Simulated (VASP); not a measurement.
# CaTi2N2 (P3m1) in VASP: further runs

Runs on CaTi2N2. Level: PBE. Tasks: single point, relaxation of cell and atoms.

All numbers are computed with VASP 6.6.1; they aren't measurements. Logs are shortened: lines on timing, memory, paths and dates and some standing lists are left out, and cuts for length are marked.

### 1 The cell of the first run

It takes space group P3m1 (No. 156, trigonal). Conventional cell: a = 3.112 Å, b = 3.112 Å, c = 7.960 Å, α = 90.00°, β = 90.00°, γ = 120.00°. Ca (site symmetry 3m) has 3 N at 2.32 Å and 6 Ca at 3.11 Å and 3 Ti at 3.18 Å within 3.2 Å. Within 2.8 Å of Ti (site symmetry 3m) lie 3 N at 2.09 Å. Ti (site symmetry 3m) has 6 N at 2.14 to 2.18 Å within 2.8 Å. Within 2.8 Å of N (site symmetry 3m) lie 6 Ti at 2.09 to 2.18 Å. Within 2.8 Å of N (site symmetry 3m) lie 3 Ti at 2.14 Å and 3 Ca at 2.32 Å.

### 2 Single point, PBE, collinear spin

Contents of INCAR:

```
PREC     = Accurate       # precision mode
ENCUT    = 520            # plane-wave cutoff, eV
EDIFF    = 1E-6           # SCF threshold, eV
ISMEAR   = 0              # smearing method
SIGMA    = 0.15           # smearing width, eV
LREAL    = False          # projectors in reciprocal space
LASPH    = True           # aspherical terms in the spheres
NELM     = 150            # most SCF steps
ALGO     = Normal         # electronic algorithm
ISIF     = 2              # what is computed and relaxed
LWAVE    = False          # write WAVECAR
LCHARG   = False          # write CHGCAR
ISPIN    = 2              # spin polarisation
MAGMOM   = 0 1 1 0 0      # initial moments
LORBIT   = 11             # projections on sites
LMAXMIX  = 4              # l up to which the mixer works
GGA      = PE             # functional
NBANDS   = 34             # bands
```

Contents of KPOINTS:

```
Automatic mesh
0
Gamma
  4 4 2
```

Contents of POSCAR:

```
CaTi2N2
1.0
    3.1121991909      0.0000000000      0.0000000000
   -1.5560995954      2.6952435609      0.0000000000
    0.0000000000      0.0000000000      7.9595159661
Ca Ti N
1 2 2
Direct
    0.3333333333      0.6666666667      0.6356628205
    0.0000000000      0.0000000000      0.0174546317
    0.6666666667      0.3333333333      0.3053917232
    0.3333333333      0.6666666667      0.1507103199
    0.0000000000      0.0000000000      0.4507805047
```

Potentials or basis: VASP PAW PBE potentials, release 64 (Ca_sv, Ti_sv, N).

On the command line:

```sh
> cat potpaw_PBE.64/Ca_sv/POTCAR potpaw_PBE.64/Ti_sv/POTCAR potpaw_PBE.64/N/POTCAR > POTCAR
> mpirun -np 1 vasp_std > vasp.out
```

OUTCAR:

```text
PREC = Accurate
   ENCUT = 520
   EDIFF = 1E-6
   ISMEAR = 0
   LREAL = False
   LASPH = True
   NELM = 150
   ISIF = 2
   ISPIN = 2
   LORBIT = 11
   GGA = PE

 ion  position               nearest neighbor table
   1  0.333  0.667  0.636-   5 2.32   5 2.32   5 2.32
   2  0.000  0.000  0.017-   4 2.09   4 2.09   4 2.09   3 2.91   3 2.91   3 2.91
   3  0.667  0.333  0.305-   5 2.14   5 2.14   5 2.14   4 2.18   4 2.18   4 2.18   2 2.91   2 2.91
                             2 2.91
   4  0.333  0.667  0.151-   2 2.09   2 2.09   2 2.09   3 2.18   3 2.18   3 2.18
   5  0.000  0.000  0.451-   3 2.14   3 2.14   3 2.14   1 2.32   1 2.32   1 2.32

  LATTYP: Found a hexagonal cell.
 ALAT       =     3.1121991909
 C/A-ratio  =     2.5575213789

  Lattice vectors:

 A1 = (   3.1121991909,   0.0000000000,   0.0000000000)
 A2 = (  -1.5560995954,   2.6952435609,   0.0000000000)
 A3 = (   0.0000000000,   0.0000000000,   7.9595159661)

Analysis of symmetry for initial positions (statically):
=====================================================================
 Subroutine PRICEL returns:
 Original cell was already a primitive cell.

 Routine SETGRP: Setting up the symmetry group for a
 hexagonal supercell.

 Subroutine GETGRP returns: Found  6 space group operations
 (whereof  6 operations were pure point group operations)
 out of a pool of 24 trial point group operations.

The static configuration has the point symmetry C_3v.

Analysis of symmetry for dynamics (positions and initial velocities):
=====================================================================
 Subroutine PRICEL returns:
 Original cell was already a primitive cell.

 Routine SETGRP: Setting up the symmetry group for a
 hexagonal supercell.

 Subroutine GETGRP returns: Found  6 space group operations
 (whereof  6 operations were pure point group operations)
 out of a pool of 24 trial point group operations.

The dynamic configuration has the point symmetry C_3v.

Analysis of structural, dynamic, and magnetic symmetry:
=====================================================================
 Subroutine PRICEL returns:
 Original cell was already a primitive cell.

 Routine SETGRP: Setting up the symmetry group for a
 hexagonal supercell.

 Subroutine GETGRP returns: Found  6 space group operations
 (whereof  6 operations were pure point group operations)
 out of a pool of 24 trial point group operations.

The overall configuration has the point symmetry C_3v.

 Subroutine INISYM returns: Found  6 space group operations
 (whereof  6 operations are pure point group operations),
 and found     1 'primitive' translations

----------------------------------------------------------------------------------------

                                     Primitive cell

  volume of cell :      66.7655

  direct lattice vectors                    reciprocal lattice vectors
     3.112199191  0.000000000  0.000000000     0.321316194  0.185511991  0.000000000
    -1.556099595  2.695243561  0.000000000     0.000000000  0.371023983  0.000000000
     0.000000000  0.000000000  7.959515966     0.000000000  0.000000000  0.125635780

  length of vectors
     3.112199191  3.112199191  7.959515966     0.371023983  0.371023983  0.125635780

  position of ions in fractional coordinates (direct lattice)
     0.333333333  0.666666667  0.635662821
     0.000000000  0.000000000  0.017454632
     0.666666667  0.333333333  0.305391723
     0.333333333  0.666666667  0.150710320
     0.000000000  0.000000000  0.450780505

  ion indices of the primitive-cell ions
   primitive index   ion index
                 1           1
                 2           2
                 3           3
                 4           4
                 5           5

----------------------------------------------------------------------------------------

 KPOINTS: Automatic mesh

Automatic generation of k-mesh.
 Grid dimensions read from file:
 generate k-points for:    4    4    2

 Generating k-lattice:

  Cartesian coordinates                     Fractional coordinates (reciprocal lattice)
     0.080329049  0.046377998  0.000000000     0.250000000  0.000000000  0.000000000
     0.000000000  0.092755996  0.000000000     0.000000000  0.250000000  0.000000000
     0.000000000  0.000000000  0.062817890     0.000000000  0.000000000  0.500000000

  Length of vectors
     0.092755996  0.092755996  0.062817890

  Shift w.r.t. Gamma in fractional coordinates (k-lattice)
     0.000000000  0.000000000  0.000000000

 Subroutine IBZKPT returns following result:
 ===========================================

 Found      8 irreducible k-points:

 Following reciprocal coordinates:
            Coordinates               Weight
  0.000000  0.000000  0.000000      1.000000
  0.250000  0.000000  0.000000      6.000000
  0.500000  0.000000  0.000000      3.000000
  0.250000  0.250000  0.000000      6.000000
  0.000000  0.000000  0.500000      1.000000
  0.250000  0.000000  0.500000      6.000000
  0.500000  0.000000  0.500000      3.000000
  0.250000  0.250000  0.500000      6.000000
   k-points           NKPTS =      8   k-points in BZ     NKDIM =      8   number of bands    NBANDS=     34
   number of dos      NEDOS =    301   number of ions     NIONS =      5
   total plane-waves  NPLWV =  34560
   dimension x,y,z NGX =    24 NGY =   24 NGZ =   60
   dimension x,y,z NGXF=    48 NGYF=   48 NGZF=  120
   ions per type =               1   2   2
   NGX,Y,Z   is equivalent  to a cutoff of  12.82, 12.82, 12.53 a.u.
   NGXF,Y,Z  is equivalent  to a cutoff of  25.64, 25.64, 25.06 a.u.
 SYSTEM =  unknown system
   PREC   = accura    normal or accurate (medium, high low for compatibility)
   ISTART =      0    job   : 0-new  1-cont  2-samecut
   ICHARG =      2    charge: 1-file 2-atom 10-const
   ISPIN  =      2    spin polarized calculation?
   LNONCOLLINEAR =      F non collinear calculations
   LSORBIT =      F    spin-orbit coupling
   LASPH  =      T    aspherical Exc in radial PAW
   ENCUT  =  520.0 eV  38.22 Ry    6.18 a.u.   5.79  5.79 14.80*2*pi/ulx,y,z
   NELM   =    150;   NELMIN=  2; NELMDL= -5     # of ELM steps
   EDIFF  = 0.1E-05   stopping-criterion for ELM
   LREAL  =      F    real-space projection
   EDIFFG = 0.1E-04   stopping-criterion for IOM
   NSW    =      0    number of steps for IOM
   IBRION =     -1    ionic relax: 0-MD 1-quasi-New 2-CG
   NFREE  =      0    steps in history (QN), initial steepest desc. (CG)
   ISIF   =      2    stress and relaxation
   ISYM   =      2    0-nonsym 1-usesym 2-fastsym
   POTIM  = 0.5000    time-step for ionic-motion
   TEBEG  =    0.0;   TEEND  =   0.0 temperature during run
   PSTRESS=    0.0 pullay stress
   NELECT =      44.0000    total number of electrons
   NUPDOWN=      -1.0000    fix difference up-down
   EMIN   =  10.00;   EMAX   =-10.00  energy-range for DOS
   EFERMI =   0.00;   METHOD = LEGACY
   ISMEAR =     0;   SIGMA  =   0.15  broadening in eV -4-tet -1-fermi 0-gaus
   EFERMI_NEDOS =   21; number of points for ismear=-14 and -15
   IALGO  =     38    algorithm
   IMIX   =      4    mixing-type and parameters
     AMIX     =   0.40;   BMIX     =  1.00
     AMIX_MAG =   1.60;   BMIX_MAG =  1.00
  volume/ion in A,a.u.               =      13.35        90.11
  Fermi-wavevector in a.u.,A,eV,Ry     =   1.424651  2.692199 27.614784  2.029629
  Thomas-Fermi vector in A             =   2.545119
   LORBIT       =     11    0 simple, 1 ext, 2 COOP (PROOUT), +10 PAW based schemes
   GGA     = PE    functional components
   LHFCALC =     F    Hartree Fock is set to
   AEXX    =    0.0000 exact exchange contribution
   IVDW    =     0    specifies the selected vdW correction
   LEPSILON=     F    determine dielectric tensor
   LRPA    =     F    only Hartree local field effects (RPA)
 spin polarized calculation
 Gauss-broadening in eV      SIGMA  =   0.15
  energy-cutoff  :      520.00
  volume of cell :       66.77
 maximum number of plane-waves:      1828
 NGX is ok and might be reduce to    24
   NGX = 11   NGY = 11   NGZ = 29

 number of electron      43.9999995 magnetization       0.0030494

 number of electron      43.9999994 magnetization      -0.0003675

 Free energy of the ion-electron system (eV)
  ---------------------------------------------------
  ext. energy  EPLUGINS =         0.00000000
  ---------------------------------------------------
  free energy    TOTEN  =       -40.24511509 eV

  energy without entropy =      -40.22561912  energy(sigma->0) =      -40.23536710

 E-fermi :   7.6096     XC(G=0): -11.3663

 val. band max:        7.1579286845   @ k =   0.2500   0.2500   0.0000
 cond. band min:       7.6864936682   @ k =   0.2500   0.2500   0.0000
 fundamental gap:      0.5285649837
 Fermi energy:         7.6095866184

 spin component 1

 k-point     1 :       0.0000    0.0000    0.0000
  band No.  band energies     occupation
      1     -49.9826      1.00000
      2     -49.7323      1.00000
      3     -32.8326      1.00000
      4     -26.3990      1.00000
      5     -26.0813      1.00000
      6     -26.0813      1.00000
[... 285 lines left out ...]
     33      12.3160      0.00000
     34      13.0317      0.00000
 Fermi energy:         7.6095866184

 spin component 2

 k-point     1 :       0.0000    0.0000    0.0000
  band No.  band energies     occupation
      1     -49.9825      1.00000
      2     -49.7325      1.00000
      3     -32.8326      1.00000
      4     -26.3990      1.00000
      5     -26.0812      1.00000
      6     -26.0812      1.00000
[... 285 lines left out ...]
     33      12.3160      0.00000
     34      13.0316      0.00000

------------------------ aborting loop because EDIFF is reached ----------------------------------------

  FORCE on cell =-STRESS in cart. coord.  units (eV):
  Direction    XX          YY          ZZ          XY          YZ          ZX
  --------------------------------------------------------------------------------------
  -------------------------------------------------------------------------------------
  Total        0.1339478      0.1339478     -0.0769312      0.0000000     -0.0000000      0.0000000
  in kB        3.2143571      3.2143571     -1.8461249      0.0000000     -0.0000000      0.0000000
  external PRESSURE =       1.5275297 kB  Pullay stress =       0.0000000 kB

 VOLUME and BASIS-vectors are now :
 -----------------------------------------------------------------------------
  energy-cutoff  :      520.00
  volume of cell :       66.77
      direct lattice vectors                 reciprocal lattice vectors
     3.112199191  0.000000000  0.000000000     0.321316194  0.185511991  0.000000000
    -1.556099595  2.695243561  0.000000000     0.000000000  0.371023983  0.000000000
     0.000000000  0.000000000  7.959515966     0.000000000  0.000000000  0.125635780

 POSITION                                       TOTAL-FORCE (eV/Angst)
 -----------------------------------------------------------------------------------
     -0.00000      1.79683      5.05957         0.000000     -0.000000      0.025550
      0.00000      0.00000      0.13893        -0.000000      0.000000      0.020766
      1.55610      0.89841      2.43077        -0.000000      0.000000     -0.031217
     -0.00000      1.79683      1.19958         0.000000      0.000000     -0.047128
      0.00000      0.00000      3.58799         0.000000     -0.000000      0.032029
 -----------------------------------------------------------------------------------
    total drift:                                0.000000      0.000000     -0.000612

  FREE ENERGIE OF THE ION-ELECTRON SYSTEM (eV)
  ---------------------------------------------------
  free  energy   TOTEN  =       -40.2451150876 eV

  energy  without entropy=      -40.2256191163  energy(sigma->0) =      -40.23536710

 total charge

# of ion       s       p       d       tot
------------------------------------------
    1        2.073   5.874   0.402   8.349
    2        2.181   6.168   1.901  10.250
    3        2.181   6.209   1.900  10.289
    4        1.251   2.467   0.000   3.718
    5        1.252   2.455   0.000   3.706
--------------------------------------------------
tot          8.938  23.171   4.203  36.312

 magnetization (x)

# of ion       s       p       d       tot
------------------------------------------
    1       -0.000  -0.000  -0.000  -0.000
    2       -0.000  -0.000  -0.000  -0.000
    3        0.000   0.000   0.000   0.000
    4        0.000   0.000   0.000   0.000
    5        0.000  -0.000   0.000  -0.000
--------------------------------------------------
tot          0.000   0.000  -0.000  -0.000
```

Wall time 43 s (1 thread of Intel Xeon Platinum 8488C (Sapphire Rapids), shared host); peak memory 0.22 GiB.

Results:

- Free energy: -40.2451 eV
- Pressure: 0.2 GPa
- Largest force: 0.047 eV/Å
- Band gap on the k mesh: zero (filled and empty bands overlap)
- Net moment: 0.00 μB per cell
- Valence electrons inside the program's atomic spheres: Ca 8.35; Ti 10.25, 10.29; N 3.72, 3.71

Forces in eV/Å, atoms in the order of the input:
```
Ca   0.000  0.000  0.026
Ti   0.000  0.000  0.021
Ti   0.000  0.000 -0.031
N    0.000  0.000 -0.047
N    0.000  0.000  0.032
```

Stress tensor (GPa, compression positive):
```
 0.32  0.00  0.00
 0.00  0.32  0.00
 0.00  0.00 -0.18
```

Caveat: the k points lie up to 0.58 Å⁻¹ apart.

[end of part 1 of 2]

The gap in the log of VASP goes by the Fermi energy; the results here count the filled bands.